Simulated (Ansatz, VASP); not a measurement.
# KF in VASP and in Ansatz

```
K F
1.0
     3.17887    0.00000    0.00000
     0.00000    3.17887    0.00000
     0.00000    0.00000    3.17887
K F
1 1
Direct
  0.00000 0.00000 0.00000
  0.50000 0.50000 0.50000
```

Alike in both runs: task single point; functional PBE; k mesh 8 × 8 × 8; no spin polarisation.

|  | VASP | Ansatz |
| --- | --- | --- |
| version | VASP 6.6.1 | Ansatz 0.2.0 |
| potentials or method | VASP PAW PBE potentials, release 64 (K_sv, F) | plane waves, PAW |
| plane-wave cutoff (eV) | 520 | 420 |
| occupations | gaussian, width 0.01 eV | fixed |
| valence electrons in the cell | 16 | 16 |

|  | VASP | Ansatz | Ansatz less VASP |
| --- | --- | --- | --- |
| gap on the k mesh at the Fermi level (eV) | 6.80 | 6.82 | +0.019 |
| pressure (GPa) | 3.0 | 2.9 | -0.06 |
